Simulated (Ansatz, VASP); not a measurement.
**ScAl3 in VASP and in Ansatz**

```
Sc Al
1.0
    -4.07033    4.07033    4.07033
     4.07033   -4.07033    4.07033
     4.07033    4.07033   -4.07033
Sc Al
4 12
Direct
  0.50000 0.50000 0.00000
  0.00000 0.00000 0.00000
  0.00000 0.50000 0.50000
  0.50000 0.00000 0.50000
  0.75000 0.75000 0.50000
  0.25000 0.25000 0.50000
  0.25000 0.75000 0.00000
  0.75000 0.25000 0.00000
  0.75000 0.50000 0.75000
  0.25000 0.00000 0.75000
  0.25000 0.50000 0.25000
  0.75000 0.00000 0.25000
  0.50000 0.25000 0.25000
  0.00000 0.75000 0.25000
  0.00000 0.25000 0.75000
  0.50000 0.75000 0.75000
```

Alike in both runs: functional PBEsol; k mesh 6 × 6 × 6; occupations gaussian, width 0.1 eV; no spin polarisation.

Ansatz relaxed the structure, and its values are those at the end. VASP's run is a single point on that final structure, the one shown.

|  | VASP | Ansatz |
| --- | --- | --- |
| version | VASP 6.6.1 | Ansatz 0.2.0 |
| potentials or method | VASP PAW PBE potentials, release 64 (Sc_sv, Al), cutoff 520 eV | scalar-relativistic, plane waves, PAW |
| valence electrons in the cell | 80 | 80 |

Ansatz gave:

| Property | Result |
| --- | --- |
| gap on the k mesh at the Fermi level (eV) | none |
| pressure (GPa) | 0.1 |

Problem. What did VASP give for the same quantities?

Solution. gap on the k mesh at the Fermi level (eV): none; pressure (GPa): 0.2.

VASP's potentials were made for PBE, not for PBEsol. A gap of «none» marks a metal or a gap that the smearing closes.
